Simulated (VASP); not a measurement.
# AlN (Cc) in VASP: notebook

The runs below take AlN through single point, with PBE.

All numbers are computed with VASP 6.6.1; they aren't measurements. Logs are shortened: lines on timing, memory, paths and dates and some standing lists are left out, and cuts for length are marked.

## Step 1: The cell of the first run

It takes space group Cc (No. 9, monoclinic). The conventional cell has a = 3.132 Å, b = 5.422 Å, c = 5.020 Å, α = 90.00°, β = 93.44°, γ = 90.00°. Within 2.5 Å of Al (site symmetry 1) lie 4 N at 1.87 to 1.93 Å. Within 2.5 Å of N (site symmetry 1) lie 4 Al at 1.87 to 1.93 Å.

## Step 2: Single point, PBE (strain -0.0600 x Voigt [0, 0, 0, 0, 1, 0])

The input, INCAR:

```
PREC = Accurate
ENCUT = 520
EDIFF = 1E-6
ISMEAR = 0
SIGMA = 0.05
LREAL = False
LASPH = True
NELM = 80
ALGO = Normal
ISIF = 2
LWAVE = False
LCHARG = False
GGA = PE
NBANDS = 16
```

The input, KPOINTS:

```
Automatic mesh
0
Gamma
  12 12 6
```

The input, POSCAR:

```
AlN
1.0
    3.1302395629      0.0000000000     -0.0939071869
   -1.5651197815      2.7108669814      0.0469535934
   -0.1505393896      0.0000000000      5.0179796548
Al N
2 2
Direct
    0.3333333333      0.6666666667      0.0017287175
    0.6666666667      0.3333333333      0.5017287175
    0.3333333333      0.6666666667      0.3832712825
    0.6666666667      0.3333333333      0.8832712825
```

Potentials or basis: VASP PAW PBE potentials, release 64 (Al, N).

The run is started by

```sh
cat potpaw_PBE.64/Al/POTCAR potpaw_PBE.64/N/POTCAR > POTCAR
mpirun -np 1 vasp_std > vasp.out
```

OUTCAR:

```text
PREC = Accurate
   ENCUT = 520
   EDIFF = 1E-6
   ISMEAR = 0
   LREAL = False
   LASPH = True
   NELM = 80
   ISIF = 2
   GGA = PE

 ion  position               nearest neighbor table
   1  0.333  0.667  0.002-   4 1.87   4 1.90   3 1.92   4 1.93   2 3.02   2 3.02   2 3.09   2 3.09
                             2 3.17   2 3.17
   2  0.667  0.333  0.502-   3 1.87   3 1.90   4 1.92   3 1.93   1 3.02   1 3.02   1 3.09   1 3.09
                             1 3.17   1 3.17
   3  0.333  0.667  0.383-   2 1.87   2 1.90   1 1.92   2 1.93
   4  0.667  0.333  0.883-   1 1.87   1 1.90   2 1.92   1 1.93

  LATTYP: Found a base centered monoclinic cell.
 ALAT       =     3.1316478539
 B/A-ratio  =     1.7312719104
 C/A-ratio  =     1.6030656932
 COS(beta)  =    -0.0599460486

  Lattice vectors:

 A1 = (   1.5651197815,  -2.7108669814,  -0.0469535934)
 A2 = (   1.5651197814,   2.7108669814,  -0.0469535935)
 A3 = (  -0.1505393896,   0.0000000000,   5.0179796548)

Analysis of symmetry for initial positions (statically):
=====================================================================
 Subroutine PRICEL returns:
 Original cell was already a primitive cell.

 Routine SETGRP: Setting up the symmetry group for a
 base centered monoclinic supercell.

 Subroutine GETGRP returns: Found  2 space group operations
 (whereof  1 operations were pure point group operations)
 out of a pool of  4 trial point group operations.

The static configuration has the point symmetry C_1 .
 The point group associated with its full space group is C_1h.

Analysis of symmetry for dynamics (positions and initial velocities):
=====================================================================
 Subroutine PRICEL returns:
 Original cell was already a primitive cell.

 Routine SETGRP: Setting up the symmetry group for a
 base centered monoclinic supercell.

 Subroutine GETGRP returns: Found  2 space group operations
 (whereof  1 operations were pure point group operations)
 out of a pool of  4 trial point group operations.

The dynamic configuration has the point symmetry C_1 .
 The point group associated with its full space group is C_1h.

 Subroutine INISYM returns: Found  2 space group operations
 (whereof  1 operations are pure point group operations),
 and found     1 'primitive' translations

----------------------------------------------------------------------------------------

                                     Primitive cell

  volume of cell :      42.5426

  direct lattice vectors                    reciprocal lattice vectors
     3.130239563  0.000000000 -0.093907187     0.319752144  0.184442838  0.009592564
    -1.565119781  2.710866981  0.046953593     0.000000000  0.368885676  0.000000000
    -0.150539390  0.000000000  5.017979655     0.005983887  0.000000000  0.199462907

  length of vectors
     3.131647854  3.130591695  5.020237238     0.369259545  0.368885676  0.199552645

  position of ions in fractional coordinates (direct lattice)
     0.333333333  0.666666667  0.001728718
     0.666666667  0.333333333  0.501728718
     0.333333333  0.666666667  0.383271282
     0.666666667  0.333333333  0.883271282

  ion indices of the primitive-cell ions
   primitive index   ion index
                 1           1
                 2           2
                 3           3
                 4           4

----------------------------------------------------------------------------------------

 KPOINTS: Automatic mesh

Automatic generation of k-mesh.
 Grid dimensions read from file:
 generate k-points for:   12   12    6

 Generating k-lattice:

  Cartesian coordinates                     Fractional coordinates (reciprocal lattice)
     0.026646012  0.015370237  0.000799380     0.083333333  0.000000000  0.000000000
     0.000000000  0.030740473  0.000000000     0.000000000  0.083333333  0.000000000
     0.000997315  0.000000000  0.033243818     0.000000000  0.000000000  0.166666667

  Length of vectors
     0.030771629  0.030740473  0.033258774

  Shift w.r.t. Gamma in fractional coordinates (k-lattice)
     0.000000000  0.000000000  0.000000000

 Subroutine IBZKPT returns following result:
 ===========================================

 Found    242 irreducible k-points:

 Following reciprocal coordinates:
            Coordinates               Weight
  0.000000  0.000000  0.000000      1.000000
  0.083333 -0.000000 -0.000000      4.000000
  0.166667 -0.000000  0.000000      4.000000
  0.250000 -0.000000  0.000000      4.000000
  0.333333  0.000000  0.000000      4.000000
  0.416667 -0.000000  0.000000      4.000000
[... 16 lines left out ...]
  0.333333  0.166667  0.000000      4.000000
  0.416667  0.166667  0.000000      4.000000
 [... further k-points ...]
   k-points           NKPTS =    242   k-points in BZ     NKDIM =    242   number of bands    NBANDS=     16
   number of dos      NEDOS =    301   number of ions     NIONS =      4
   total plane-waves  NPLWV =  23040
   dimension x,y,z NGX =    24 NGY =   24 NGZ =   40
   dimension x,y,z NGXF=    48 NGYF=   48 NGZF=   80
   ions per type =               2   2
   NGX,Y,Z   is equivalent  to a cutoff of  12.74, 12.74, 13.25 a.u.
   NGXF,Y,Z  is equivalent  to a cutoff of  25.48, 25.49, 26.49 a.u.
 SYSTEM =  unknown system
   PREC   = accura    normal or accurate (medium, high low for compatibility)
   ISTART =      0    job   : 0-new  1-cont  2-samecut
   ICHARG =      2    charge: 1-file 2-atom 10-const
   ISPIN  =      1    spin polarized calculation?
   LNONCOLLINEAR =      F non collinear calculations
   LSORBIT =      F    spin-orbit coupling
   LASPH  =      T    aspherical Exc in radial PAW
   ENCUT  =  520.0 eV  38.22 Ry    6.18 a.u.   5.82  5.82  9.33*2*pi/ulx,y,z
   NELM   =     80;   NELMIN=  2; NELMDL= -5     # of ELM steps
   EDIFF  = 0.1E-05   stopping-criterion for ELM
   LREAL  =      F    real-space projection
   EDIFFG = 0.1E-04   stopping-criterion for IOM
   NSW    =      0    number of steps for IOM
   IBRION =     -1    ionic relax: 0-MD 1-quasi-New 2-CG
   NFREE  =      0    steps in history (QN), initial steepest desc. (CG)
   ISIF   =      2    stress and relaxation
   ISYM   =      2    0-nonsym 1-usesym 2-fastsym
   POTIM  = 0.5000    time-step for ionic-motion
   TEBEG  =    0.0;   TEEND  =   0.0 temperature during run
   PSTRESS=    0.0 pullay stress
   NELECT =      16.0000    total number of electrons
   NUPDOWN=      -1.0000    fix difference up-down
   EMIN   =  10.00;   EMAX   =-10.00  energy-range for DOS
   EFERMI =   0.00;   METHOD = LEGACY
   ISMEAR =     0;   SIGMA  =   0.05  broadening in eV -4-tet -1-fermi 0-gaus
   EFERMI_NEDOS =   21; number of points for ismear=-14 and -15
   IALGO  =     38    algorithm
   IMIX   =      4    mixing-type and parameters
     AMIX     =   0.40;   BMIX     =  1.00
     AMIX_MAG =   1.60;   BMIX_MAG =  1.00
  volume/ion in A,a.u.               =      10.64        71.77
  Fermi-wavevector in a.u.,A,eV,Ry     =   1.181699  2.233088 18.999353  1.396413
  Thomas-Fermi vector in A             =   2.317968
   LORBIT       =      0    0 simple, 1 ext, 2 COOP (PROOUT), +10 PAW based schemes
   GGA     = PE    functional components
   LHFCALC =     F    Hartree Fock is set to
   AEXX    =    0.0000 exact exchange contribution
   IVDW    =     0    specifies the selected vdW correction
   LEPSILON=     F    determine dielectric tensor
   LRPA    =     F    only Hartree local field effects (RPA)
 non-spin polarized calculation
 Gauss-broadening in eV      SIGMA  =   0.05
  energy-cutoff  :      520.00
  volume of cell :       42.54
 maximum number of plane-waves:      1159
   NGX = 11   NGY = 11   NGZ = 19

 number of electron      15.9999998 magnetization

 Free energy of the ion-electron system (eV)
  ---------------------------------------------------
  ext. energy  EPLUGINS =         0.00000000
  ---------------------------------------------------
  free energy    TOTEN  =       -29.72092644 eV

  energy without entropy =      -29.72092644  energy(sigma->0) =      -29.72092644

 E-fermi :   6.3469     XC(G=0): -10.8329

 val. band max:        6.0685249684   @ k =   0.0000   0.0000   0.0000
 cond. band min:       9.9870702314   @ k =   0.0000   0.0000   0.0000
 fundamental gap:      3.9185452630
 Fermi energy:         6.3468812057

 k-point     1 :       0.0000    0.0000    0.0000
  band No.  band energies     occupation
      1      -9.0978      2.00000
      2      -7.0035      2.00000
      3       0.0721      2.00000
      4       5.1212      2.00000
      5       5.1249      2.00000
      6       5.6997      2.00000
[... 8 lines left out ...]
     15      18.8577      0.00000
     16      18.9243      0.00000

 k-point     2 :       0.0833   -0.0000   -0.0000
  band No.  band energies     occupation
      1      -9.0109      2.00000
      2      -6.9549      2.00000
      3       0.1766      2.00000
      4       4.7181      2.00000
      5       5.0072      2.00000
      6       5.3278      2.00000
[... 8 lines left out ...]
     15      18.9110      0.00000
     16      19.0453      0.00000

 k-point     3 :       0.1667   -0.0000    0.0000
  band No.  band energies     occupation
      1      -8.7579      2.00000
      2      -6.8224      2.00000
      3       0.4842      2.00000
      4       3.7264      2.00000
      5       4.4562      2.00000
      6       4.7458      2.00000
[... 8 lines left out ...]
     15      18.3633      0.00000
     16      18.8203      0.00000

 k-point     4 :       0.2500   -0.0000    0.0000
  band No.  band energies     occupation
      1      -8.3644      2.00000
      2      -6.6473      2.00000
      3       0.9733      2.00000
      4       2.5691      2.00000
      5       3.5109      2.00000
      6       4.4326      2.00000
[... 8 lines left out ...]
     15      18.1192      0.00000
     16      19.1276      0.00000
[... 324 lines left out ...]
 k-point    22 :       0.2500    0.1667    0.0000
  band No.  band energies     occupation
      1      -7.6924      2.00000
      2      -6.4515      2.00000
      3       1.7077      2.00000
      4       1.8502      2.00000
      5       2.3157      2.00000
      6       3.7088      2.00000
[... 8 lines left out ...]
     15      18.1274      0.00000
     16      20.3919      0.00000

 k-point    23 :       0.3333    0.1667    0.0000
  band No.  band energies     occupation
      1      -7.2508      2.00000
      2      -6.4450      2.00000
      3       1.0808      2.00000
      4       2.0216      2.00000
      5       2.6160      2.00000
      6       3.2051      2.00000
[... 8 lines left out ...]
     15      18.4836      0.00000
     16      20.4566      0.00000

 k-point    24 :       0.4167    0.1667    0.0000
  band No.  band energies     occupation
      1      -7.0205      2.00000
      2      -6.5030      2.00000
      3       0.8485      2.00000
      4       1.9880      2.00000
      5       2.9910      2.00000
      6       3.0174      2.00000
[... 8 lines left out ...]
     15      18.9034      0.00000
     16      20.4795      0.00000

 [... further k-points ...]
[... 5 lines left out ...]
  --------------------------------------------------------------------------------------
  -------------------------------------------------------------------------------------
  Total       -0.0452142     -0.0312857      0.0712795      0.0000000      0.0000000      1.9840466
  in kB       -1.7027943     -1.1782357      2.6844263      0.0000000      0.0000000     74.7203358
  external PRESSURE =      -0.0655345 kB  Pullay stress =       0.0000000 kB

 VOLUME and BASIS-vectors are now :
 -----------------------------------------------------------------------------
  energy-cutoff  :      520.00
  volume of cell :       42.54
      direct lattice vectors                 reciprocal lattice vectors
     3.130239563  0.000000000 -0.093907187     0.319752144  0.184442838  0.009592564
    -1.565119781  2.710866981  0.046953593     0.000000000  0.368885676  0.000000000
    -0.150539390  0.000000000  5.017979655     0.005983887  0.000000000  0.199462907

 POSITION                                       TOTAL-FORCE (eV/Angst)
 -----------------------------------------------------------------------------------
     -0.00026      1.80724      0.00867         0.292827      0.048425      0.023031
      1.48959      0.90362      2.47071         0.292827     -0.048425      0.023031
     -0.05770      1.80724      1.92325        -0.292827      0.060131     -0.023031
      1.43215      0.90362      4.38528        -0.292827     -0.060131     -0.023031
 -----------------------------------------------------------------------------------
    total drift:                               -0.000283      0.000000      0.000247

  FREE ENERGIE OF THE ION-ELECTRON SYSTEM (eV)
  ---------------------------------------------------
  free  energy   TOTEN  =       -29.7209264405 eV

  energy  without entropy=      -29.7209264405  energy(sigma->0) =      -29.72092644
```

Wall time 64 s (1 thread of Intel Xeon 6975P-C (Granite Rapids), shared host); peak memory 0.25 GiB.

Results:

* Free energy: -29.7209 eV
* Pressure: 0.0 GPa
* Largest force: 0.300 eV/Å
* Band gap on the k mesh: 3.92 eV, direct

Forces in eV/Å, atoms in the order of the input:
```
Al   0.293  0.048  0.023
Al   0.293 -0.048  0.023
N   -0.293  0.060 -0.023
N   -0.293 -0.060 -0.023
```

Stress tensor (GPa, compression positive):
```
-0.17  0.00  7.47
 0.00 -0.12  0.00
 7.47  0.00  0.27
```

Levels at points of the mesh, in eV from the valence-band top:
```csv
k point,band 4,band 5,band 6,band 7,band 8,band 9,band 10,band 11,band 12,band 13
"(0.00, 0.00, 0.00)",-0.95,-0.94,-0.37,-0.29,0.00,3.92,6.42,10.27,10.91,10.94
"(0.50, 0.00, 0.00)",-4.29,-3.30,-2.15,-1.83,-0.77,5.61,5.72,7.85,10.06,10.78
"(0.00, 0.50, 0.00)",-4.21,-3.39,-2.13,-1.85,-0.77,5.66,5.68,7.71,10.03,10.98
"(0.00, 0.00, 0.50)",-3.38,-0.74,-0.74,-0.52,-0.52,6.17,6.17,10.09,10.09,10.99
"(0.50, 0.00, 0.50)",-5.45,-1.71,-1.58,-1.49,-1.18,4.98,5.30,8.67,9.50,11.23
"(0.00, 0.50, 0.50)",-5.62,-1.60,-1.60,-1.36,-1.36,5.14,5.14,9.06,9.06,11.27
```

Caveat: the cell differs from its parent crystal (strain -0.0600 x Voigt [0, 0, 0, 0, 1, 0]). A k mesh can miss the band edges.

## Step 3: Single point, PBE (strain +0.0450 x Voigt [0, 0, 0, 0, 1, 0])

The input, INCAR:

```
ALGO = Normal
EDIFF = 1E-6
ENCUT = 520
GGA = PE
ISIF = 2
ISMEAR = 0
LASPH = True
LCHARG = True
LELF = True
LREAL = False
LVHAR = True
LWAVE = False
NBANDS = 16
NELM = 80
PREC = Accurate
SIGMA = 0.05
```

The input, KPOINTS:

```
k-points
0
Gamma
  12 12 6
```

The input, POSCAR:

```
AlN
1.0
    3.1302395629      0.0000000000      0.0704303902
   -1.5651197815      2.7108669814     -0.0352151951
    0.1129045422      0.0000000000      5.0179796548
Al N
2 2
Direct
    0.3333333333      0.6666666667      0.0017287175
    0.6666666667      0.3333333333      0.5017287175
    0.3333333333      0.6666666667      0.3832712825
    0.6666666667      0.3333333333      0.8832712825
```

Potentials or basis: VASP PAW PBE potentials, release 64 (Al, N).

The run is started by

```sh
cat potpaw_PBE.64/Al/POTCAR potpaw_PBE.64/N/POTCAR > POTCAR
mpirun -np 1 vasp_std > vasp.out
```

Wall time 61 s (1 thread of Intel Xeon 6975P-C (Granite Rapids), shared host); peak memory 0.25 GiB.

It converged, with:

```yaml
Free_energy: -29.7470 eV
Pressure: -0.1 GPa
Largest_force: 0.222 eV/Å
Band_gap_on_the_k_mesh: 3.97 eV, direct
```

Forces on the atoms (eV/Å):
```
Al  -0.219  0.027  0.013
Al  -0.219 -0.027  0.013
N    0.219  0.034 -0.013
N    0.219 -0.034 -0.013
```

Stress tensor (GPa, compression positive):
```
-0.22  0.00 -5.61
 0.00 -0.19  0.00
-5.61  0.00  0.06
```

Levels at points of the mesh, in eV from the valence-band top:
```tsv
k point	band 6	band 7	band 8	band 9	band 10	band 11
(0.00, 0.00, 0.00)	-0.31	-0.26	0.00	3.97	6.45	10.35
(0.50, 0.00, 0.00)	-2.11	-1.80	-0.74	5.66	5.74	7.92
(0.00, 0.50, 0.00)	-2.10	-1.81	-0.74	5.70	5.71	7.84
(0.00, 0.00, 0.50)	-0.67	-0.51	-0.51	6.23	6.23	10.12
(0.50, 0.00, 0.50)	-1.53	-1.46	-1.21	5.06	5.30	8.79
(0.00, 0.50, 0.50)	-1.55	-1.35	-1.35	5.18	5.18	9.09
```

Caveat: the cell differs from its parent crystal (strain +0.0450 x Voigt [0, 0, 0, 0, 1, 0]). A k mesh can miss the band edges.

## Step 4: Single point, PBE (strain +0.0525 x Voigt [0, 0, 0, 0, 1, 0])

The input, INCAR:

```
PREC = Accurate
ENCUT = 520
EDIFF = 1E-7
ISMEAR = 0
SIGMA = 0.05
LREAL = F
LASPH = T
NELM = 100
ALGO = Normal
ISIF = 2
LWAVE = F
LCHARG = T
GGA = PE
LELF = T
LVHAR = T
NBANDS = 16
```

The input, KPOINTS:

```
regular mesh
0
Gamma
  12 12 6
```

The input, POSCAR:

```
AlN
1.0
    3.1302395629      0.0000000000      0.0821687885
   -1.5651197815      2.7108669814     -0.0410843943
    0.1317219659      0.0000000000      5.0179796548
Al N
2 2
Direct
    0.3333333333      0.6666666667      0.0017287175
    0.6666666667      0.3333333333      0.5017287175
    0.3333333333      0.6666666667      0.3832712825
    0.6666666667      0.3333333333      0.8832712825
```

The run is started by

```sh
cat potpaw_PBE.64/Al/POTCAR potpaw_PBE.64/N/POTCAR > POTCAR
mpirun -np 1 vasp_std > vasp.out
```

Run time: 61 s. Hardware: 1 thread of Intel Xeon 6975P-C (Granite Rapids), shared host; peak memory 0.25 GiB.

It converged, with:

```
Free energy            : -29.7349 eV
Pressure               : -0.1 GPa
Largest force          : 0.261 eV/Å
Band gap on the k mesh : 3.94 eV, direct
```

Forces in eV/Å, atoms in the order of the input:
```
Al  -0.256  0.037  0.018
Al  -0.256 -0.037  0.018
N    0.256  0.046 -0.018
N    0.256 -0.046 -0.018
```

Stress tensor (GPa, compression positive):
```
-0.20  0.00 -6.54
 0.00 -0.16  0.00
-6.54  0.00  0.15
```

Levels at points of the mesh, in eV from the valence-band top:
| k point | band 4 | band 5 | band 6 | band 7 | band 8 | band 9 | band 10 | band 11 | band 12 | band 13 |
| --- | --- | --- | --- | --- | --- | --- | --- | --- | --- | --- |
| (0.00, 0.00, 0.00) | -0.93 | -0.92 | -0.34 | -0.27 | 0.00 | 3.94 | 6.43 | 10.31 | 10.93 | 10.95 |
| (0.50, 0.00, 0.00) | -4.26 | -3.30 | -2.13 | -1.82 | -0.75 | 5.64 | 5.73 | 7.88 | 10.08 | 10.79 |
| (0.00, 0.50, 0.00) | -4.20 | -3.37 | -2.12 | -1.83 | -0.75 | 5.68 | 5.69 | 7.78 | 10.05 | 10.94 |
| (0.00, 0.00, 0.50) | -3.37 | -0.70 | -0.70 | -0.51 | -0.51 | 6.20 | 6.20 | 10.10 | 10.10 | 11.04 |
| (0.50, 0.00, 0.50) | -5.45 | -1.66 | -1.55 | -1.47 | -1.19 | 5.02 | 5.30 | 8.73 | 9.46 | 11.28 |
| (0.00, 0.50, 0.50) | -5.60 | -1.58 | -1.58 | -1.35 | -1.35 | 5.16 | 5.16 | 9.08 | 9.08 | 11.33 |

Caveat: the cell differs from its parent crystal (strain +0.0525 x Voigt [0, 0, 0, 0, 1, 0]). A k mesh can miss the band edges.

## Step 5: The runs side by side

```csv
cell,gap on the mesh (eV),pressure (GPa),largest force (eV/Å)
"a = 3.132, b = 3.131, c = 5.020 Å, angles 88.3, 93.4, 120.0°, 4 atoms",3.92,0.0,0.30
"a = 3.131, b = 3.130, c = 5.019 Å, angles 91.3, 87.4, 120.0°, 4 atoms",3.97,-0.1,0.22
"a = 3.131, b = 3.131, c = 5.020 Å, angles 91.5, 87.0, 120.0°, 4 atoms",3.94,-0.1,0.26
```

Alike in all rows: task single point; level PBE; potentials or basis VASP PAW PBE potentials, release 64 (Al, N); no spin polarisation; k mesh 12 × 12 × 6; cutoff (eV) 520; smearing gaussian 0.05 eV.

Absolute energies hang on the potentials; compare differences alone.
